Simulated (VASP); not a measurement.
# Ca (Fm-3m) in VASP: a series of runs

Runs on Ca. Level: BLYP. Tasks: single point.

Everything below comes from runs of VASP 6.6.1. Logs are shortened: lines on timing, memory, paths and dates and some standing lists are left out, and cuts for length are marked.

**1. The cell of the first run**

Symmetry: Fm-3m, No. 225, cubic system. Conventional cell: a = 5.542 Å, b = 5.542 Å, c = 5.542 Å, α = 90.00°, β = 90.00°, γ = 90.00°. Within 5.1 Å of Ca (site symmetry m-3m) lie 12 Ca at 3.92 Å.

**2. Single point, BLYP**

INCAR

```
SYSTEM = Ca
PREC = Accurate ; ENCUT = 520
EDIFF = 1E-7 ; ISMEAR = -1
SIGMA = 0.1 ; LREAL = .FALSE.
LASPH = .TRUE. ; NELM = 100
ALGO = Normal ; ISIF = 2
LWAVE = .FALSE. ; LCHARG = .FALSE.
GGA = B5 ; ALDAX = 1.0
AGGAX = 1.0 ; AGGAC = 1.0
ALDAC = 0.0 ; NBANDS = 11
```

KPOINTS

```
regular mesh
0
G
  10 10 10
  0 0 0
```

POSCAR

```
Ca
1.0
    0.0000000000      2.7709016401      2.7709016401
    2.7709016401      0.0000000000      2.7709016401
    2.7709016401      2.7709016401      0.0000000000
Ca
1
Direct
    0.0000000000      0.0000000000      0.0000000000
```

Potentials or basis: VASP PAW PBE potentials, release 64 (Ca_sv).

On the command line:

```
> cat potpaw_PBE.64/Ca_sv/POTCAR > POTCAR
> mpirun -np 1 vasp_std > vasp.out
```

OUTCAR:

```text
SYSTEM = Ca
   PREC = Accurate
   ENCUT = 520
   EDIFF = 1E-7
   ISMEAR = -1
   LREAL = .FALSE.
   LASPH = .TRUE.
   NELM = 100
   ISIF = 2
   GGA = B5

 ion  position               nearest neighbor table
   1  0.000  0.000  0.000-

  LATTYP: Found a face centered cubic cell.
 ALAT       =     5.5418032802

  Lattice vectors:

 A1 = (   0.0000000000,   2.7709016401,   2.7709016401)
 A2 = (   2.7709016401,   0.0000000000,   2.7709016401)
 A3 = (   2.7709016401,   2.7709016401,   0.0000000000)

Analysis of symmetry for initial positions (statically):
=====================================================================
 Subroutine PRICEL returns:
 Original cell was already a primitive cell.

 Routine SETGRP: Setting up the symmetry group for a
 face centered cubic supercell.

 Subroutine GETGRP returns: Found 48 space group operations
 (whereof 48 operations were pure point group operations)
 out of a pool of 48 trial point group operations.

The static configuration has the point symmetry O_h .

Analysis of symmetry for dynamics (positions and initial velocities):
=====================================================================
 Subroutine PRICEL returns:
 Original cell was already a primitive cell.

 Routine SETGRP: Setting up the symmetry group for a
 face centered cubic supercell.

 Subroutine GETGRP returns: Found 48 space group operations
 (whereof 48 operations were pure point group operations)
 out of a pool of 48 trial point group operations.

The dynamic configuration has the point symmetry O_h .

 Subroutine INISYM returns: Found 48 space group operations
 (whereof 48 operations are pure point group operations),
 and found     1 'primitive' translations

----------------------------------------------------------------------------------------

                                     Primitive cell

  volume of cell :      42.5494

  direct lattice vectors                    reciprocal lattice vectors
     0.000000000  2.770901640  2.770901640    -0.180446679  0.180446679  0.180446679
     2.770901640  0.000000000  2.770901640     0.180446679 -0.180446679  0.180446679
     2.770901640  2.770901640  0.000000000     0.180446679  0.180446679 -0.180446679

  length of vectors
     3.918646679  3.918646679  3.918646679     0.312542817  0.312542817  0.312542817

  position of ions in fractional coordinates (direct lattice)
     0.000000000  0.000000000  0.000000000

  ion indices of the primitive-cell ions
   primitive index   ion index
                 1           1

----------------------------------------------------------------------------------------
[... 75 lines left out ...]
   NFREE  =      0    steps in history (QN), initial steepest desc. (CG)
   ISIF   =      2    stress and relaxation
   ISYM   =      2    0-nonsym 1-usesym 2-fastsym
   POTIM  = 0.5000    time-step for ionic-motion
   TEBEG  =    0.0;   TEEND  =   0.0 temperature during run
   PSTRESS=    0.0 pullay stress
   NELECT =      10.0000    total number of electrons
   NUPDOWN=      -1.0000    fix difference up-down
   EMIN   =  10.00;   EMAX   =-10.00  energy-range for DOS
   EFERMI =   0.00;   METHOD = LEGACY
   ISMEAR =    -1;   SIGMA  =   0.10  broadening in eV -4-tet -1-fermi 0-gaus
   EFERMI_NEDOS =   21; number of points for ismear=-14 and -15
   IALGO  =     38    algorithm
   IMIX   =      4    mixing-type and parameters
     AMIX     =   0.40;   BMIX     =  1.00
     AMIX_MAG =   1.60;   BMIX_MAG =  1.00
  volume/ion in A,a.u.               =      42.55       287.14
  Fermi-wavevector in a.u.,A,eV,Ry     =   1.010285  1.909161 13.887125  1.020675
  Thomas-Fermi vector in A             =   2.143264
   LORBIT       =      0    0 simple, 1 ext, 2 COOP (PROOUT), +10 PAW based schemes
   GGA     = B5    functional components
   LHFCALC =     F    Hartree Fock is set to
   AEXX    =    0.0000 exact exchange contribution
   IVDW    =     0    specifies the selected vdW correction
   LEPSILON=     F    determine dielectric tensor
   LRPA    =     F    only Hartree local field effects (RPA)
 non-spin polarized calculation
  energy-cutoff  :      520.00
  volume of cell :       42.55
 maximum number of plane-waves:      1167
 NGX is ok and might be reduce to    30
   NGX = 15   NGY = 15   NGZ = 15

 number of electron      10.0000000 magnetization

 number of electron       9.9999999 magnetization

 Free energy of the ion-electron system (eV)
  ---------------------------------------------------
  ext. energy  EPLUGINS =         0.00000000
  ---------------------------------------------------
  free energy    TOTEN  =        -1.26383068 eV

  energy without entropy =       -1.22212143  energy(sigma->0) =       -1.24297605

 E-fermi :   2.3733     XC(G=0):  -7.2807

 val. band max:        2.3695818864   @ k =  -0.4000   0.3000   0.0000
 cond. band min:       2.3845158544   @ k =  -0.3000   0.4000   0.1000
 fundamental gap:      0.0149339681
 Fermi energy:         2.3733216583

 k-point     1 :       0.0000    0.0000    0.0000
  band No.  band energies     occupation
      1     -39.6730      2.00000
      2     -20.7119      2.00000
      3     -20.7119      2.00000
      4     -20.7119      2.00000
      5      -1.6007      2.00000
      6       4.4931      0.00000
      7       4.4931      0.00000
      8       4.4931      0.00000
      9       5.4976      0.00000
     10       5.4976      0.00000
     11      11.6061      0.00000
[... 309 lines left out ...]
 k-point    24 :       0.4000    0.3000    0.0000
  band No.  band energies     occupation
      1     -39.6588      2.00000
      2     -20.8142      2.00000
      3     -20.7540      2.00000
      4     -20.7499      2.00000
      5       0.8976      2.00000
      6       3.1008      0.00138
      7       3.7591      0.00000
      8       5.4337      0.00000
      9       5.7425      0.00000
     10       6.1130      0.00000
     11       8.8557      0.00000

 [... further k-points ...]
[... 5 lines left out ...]
  --------------------------------------------------------------------------------------
  -------------------------------------------------------------------------------------
  Total        0.0055092      0.0055092      0.0055092      0.0000000     -0.0000000      0.0000000
  in kB        0.2074476      0.2074476      0.2074476      0.0000000     -0.0000000      0.0000000
  external PRESSURE =       0.2074476 kB  Pullay stress =       0.0000000 kB

 VOLUME and BASIS-vectors are now :
 -----------------------------------------------------------------------------
  energy-cutoff  :      520.00
  volume of cell :       42.55
      direct lattice vectors                 reciprocal lattice vectors
     0.000000000  2.770901640  2.770901640    -0.180446679  0.180446679  0.180446679
     2.770901640  0.000000000  2.770901640     0.180446679 -0.180446679  0.180446679
     2.770901640  2.770901640  0.000000000     0.180446679  0.180446679 -0.180446679

 POSITION                                       TOTAL-FORCE (eV/Angst)
 -----------------------------------------------------------------------------------
      0.00000      0.00000      0.00000         0.000000      0.000000      0.000000
 -----------------------------------------------------------------------------------
    total drift:                               -0.000000     -0.000000      0.000000

  FREE ENERGIE OF THE ION-ELECTRON SYSTEM (eV)
  ---------------------------------------------------
  free  energy   TOTEN  =        -1.2638306771 eV

  energy  without entropy=       -1.2221214296  energy(sigma->0) =       -1.24297605
```

Wall time 34 s (1 thread of Intel Xeon 6975P-C, shared host); peak memory 0.17 GiB.

What came out:

```
Free energy            : -1.2638 eV
Pressure               : 0.0 GPa
Band gap on the k mesh : zero (band 5 reaches 2.45 eV, above the bottom of band 6 at 2.29 eV)
```

Caveat: the PAW data sets were made with another functional, which shifts forces and pressure a little.

**3. Single point, BLYP (volume scaled by 0.88)**

INCAR

```
SYSTEM = Ca
PREC = Accurate ; ENCUT = 520
EDIFF = 1E-6 ; ISMEAR = -1
SIGMA = 0.1 ; LREAL = .False.
LASPH = .True. ; NELM = 60
ALGO = Normal ; ISIF = 2
LWAVE = .False. ; LCHARG = .False.
GGA = B5 ; ALDAX = 1.0
AGGAX = 1.0 ; AGGAC = 1.0
ALDAC = 0.0 ; NBANDS = 11
```

KPOINTS

```
regular mesh
0
Gamma
  16 16 16
  0 0 0
```

POSCAR

```
Ca
1.0
    0.0000000000      2.6553106281      2.6553106281
    2.6553106281      0.0000000000      2.6553106281
    2.6553106281      2.6553106281      0.0000000000
Ca
1
Direct
    0.0000000000      0.0000000000      0.0000000000
```

Potentials or basis: VASP PAW PBE potentials, release 64 (Ca_sv).

On the command line:

```
> cat potpaw_PBE.64/Ca_sv/POTCAR > POTCAR
> mpirun -np 1 vasp_std > vasp.out
```

OUTCAR:

```text
SYSTEM = Ca
   PREC = Accurate
   ENCUT = 520
   EDIFF = 1E-6
   ISMEAR = -1
   LREAL = .False.
   LASPH = .True.
   NELM = 60
   ISIF = 2
   GGA = B5

 ion  position               nearest neighbor table
   1  0.000  0.000  0.000-

  LATTYP: Found a face centered cubic cell.
 ALAT       =     5.3106212562

  Lattice vectors:

 A1 = (   0.0000000000,   2.6553106281,   2.6553106281)
 A2 = (   2.6553106281,   0.0000000000,   2.6553106281)
 A3 = (   2.6553106281,   2.6553106281,   0.0000000000)

Analysis of symmetry for initial positions (statically):
=====================================================================
 Subroutine PRICEL returns:
 Original cell was already a primitive cell.

 Routine SETGRP: Setting up the symmetry group for a
 face centered cubic supercell.

 Subroutine GETGRP returns: Found 48 space group operations
 (whereof 48 operations were pure point group operations)
 out of a pool of 48 trial point group operations.

The static configuration has the point symmetry O_h .

Analysis of symmetry for dynamics (positions and initial velocities):
=====================================================================
 Subroutine PRICEL returns:
 Original cell was already a primitive cell.
[... 157 lines left out ...]
 fundamental gap:      0.0130522193
 Fermi energy:         2.9071526585

 k-point     1 :       0.0000    0.0000    0.0000
  band No.  band energies     occupation
      1     -38.8607      2.00000
      2     -19.8765      2.00000
      3     -19.8765      2.00000
      4     -19.8765      2.00000
      5      -1.2767      2.00000
      6       5.2026      0.00000
      7       5.2026      0.00000
      8       5.2026      0.00000
      9       6.3704      0.00000
     10       6.3704      0.00000
     11      12.7376      0.00000
[... 309 lines left out ...]
 k-point    24 :      -0.0625    0.0625    0.0000
  band No.  band energies     occupation
      1     -38.8583      2.00000
      2     -19.8965      2.00000
      3     -19.8824      2.00000
      4     -19.8780      2.00000
      5      -1.0793      2.00000
      6       5.0117      0.00000
      7       5.2700      0.00000
      8       5.2829      0.00000
      9       6.2435      0.00000
     10       6.3706      0.00000
     11      12.9804      0.00000

 [... further k-points ...]
[... 5 lines left out ...]
  --------------------------------------------------------------------------------------
  -------------------------------------------------------------------------------------
  Total        0.6047311      0.6047311      0.6047311      0.0000000     -0.0000000      0.0000000
  in kB       25.8759861     25.8759861     25.8759861      0.0000000     -0.0000000      0.0000000
  external PRESSURE =      25.8759861 kB  Pullay stress =       0.0000000 kB

 VOLUME and BASIS-vectors are now :
 -----------------------------------------------------------------------------
  energy-cutoff  :      520.00
  volume of cell :       37.44
      direct lattice vectors                 reciprocal lattice vectors
     0.000000000  2.655310628  2.655310628    -0.188301886  0.188301886  0.188301886
     2.655310628  0.000000000  2.655310628     0.188301886 -0.188301886  0.188301886
     2.655310628  2.655310628  0.000000000     0.188301886  0.188301886 -0.188301886

 POSITION                                       TOTAL-FORCE (eV/Angst)
 -----------------------------------------------------------------------------------
      0.00000      0.00000      0.00000         0.000000      0.000000      0.000000
 -----------------------------------------------------------------------------------
    total drift:                               -0.000000     -0.000000     -0.000000

  FREE ENERGIE OF THE ION-ELECTRON SYSTEM (eV)
  ---------------------------------------------------
  free  energy   TOTEN  =        -1.2242543091 eV

  energy  without entropy=       -1.1854984407  energy(sigma->0) =       -1.20487637
```

OSZICAR:

```text
N       E                     dE             d eps       ncg     rms          rms(c)
DAV:   1     0.698549594118E+02    0.69855E+02   -0.51201E+03  3190   0.839E+02
DAV:   2     0.330652727027E+00   -0.69524E+02   -0.68877E+02  3514   0.215E+02
DAV:   3    -0.116314001609E+01   -0.14938E+01   -0.14747E+01  4486   0.309E+01
DAV:   4    -0.123706073412E+01   -0.73921E-01   -0.73599E-01  4212   0.555E+00
DAV:   5    -0.123841648810E+01   -0.13558E-02   -0.13554E-02  4407   0.623E-01    0.187E+00
DAV:   6    -0.122386333030E+01    0.14553E-01   -0.21816E-02  3890   0.135E+00    0.117E+00
DAV:   7    -0.122405729406E+01   -0.19396E-03   -0.28013E-02  3811   0.147E+00    0.147E-01
DAV:   8    -0.122401186869E+01    0.45425E-04   -0.30183E-03  3688   0.554E-01    0.403E-02
DAV:   9    -0.122425658032E+01   -0.24471E-03   -0.71784E-04  3899   0.120E-01    0.117E-02
DAV:  10    -0.122425546998E+01    0.11103E-05   -0.21780E-05  3833   0.455E-02    0.205E-03
DAV:  11    -0.122425425942E+01    0.12106E-05   -0.35419E-06  3874   0.129E-02    0.161E-03
DAV:  12    -0.122425430908E+01   -0.49654E-07   -0.15793E-07  1955   0.295E-03
   1 F= -.12242543E+01 E0= -.12048764E+01  d E =-.387559E-01
```

Wall time 47 s (1 thread of Intel Xeon 6975P-C, shared host); peak memory 0.2 GiB.

What came out:

- Free energy: -1.2243 eV
- Pressure: 2.6 GPa
- Band gap on the k mesh: zero (band 5 reaches 2.96 eV, above the bottom of band 6 at 2.90 eV)

Caveat: the PAW data sets were made with another functional, which shifts forces and pressure a little.
